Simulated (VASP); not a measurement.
Write the native input for VASP 6.6.1 that does the following.

```yaml
Task: electric field gradients
Functional: PBE
Potentials_or_basis: VASP PAW PBE potentials, release 64 (Na_pv, I)
Cutoff: 520 eV
k_mesh: 10 × 10 × 6
Occupations: fermi-dirac, width 0.08 eV
Spin: no spin polarisation
Dipole_correction: no
Further_INCAR_settings: ALGO = Normal; EDIFF = 1e-08; NBANDS = 22
```

The structure of NaI (wurtzite type) lies in POSCAR:

```
NaI
1.0
    5.1452656430      0.0000000000      0.0000000000
   -2.5726328215      4.4559307560      0.0000000000
    0.0000000000      0.0000000000      8.0059904541
Na I
2 2
Direct
    0.3333333333      0.6666666667     -0.0063332689
    0.6666666667      0.3333333333      0.4936667311
    0.3333333333      0.6666666667      0.3823332689
    0.6666666667      0.3333333333      0.8823332689
```

These files were run (other wordings do the same):

INCAR

```
SYSTEM = NaI
PREC = Accurate
ENCUT = 520
EDIFF = 1E-8
ISMEAR = -1
SIGMA = 0.08
LREAL = .False.
LASPH = .True.
NELM = 100
ALGO = Normal
ISIF = 2
LWAVE = .False.
LCHARG = .False.
GGA = PE
LEFG = .True.
NBANDS = 22
```

KPOINTS

```
Automatic mesh
0
Gamma
  10 10 6
  0 0 0
```

Potentials or basis: VASP PAW PBE potentials, release 64 (Na_pv, I).

Launch:

```console
$ cat potpaw_PBE.64/Na_pv/POTCAR potpaw_PBE.64/I/POTCAR > POTCAR
$ mpirun -np 1 vasp_std > vasp.out
```

It gave:

- Pressure: 0.0 GPa
- Band gap on the k mesh: 3.70 eV, direct

Caveat: without QUAD_EFG the Cq values of the log hold for a quadrupole moment of 1 mb, not for the nuclei; spin-orbit coupling is left out, which moves the levels of the heavy elements.

Wall time 2.4 min on 1 thread of Intel(R) Xeon(R) Platinum 8559C (Emerald Rapids), on a shared host, peak memory 0.41 GiB.
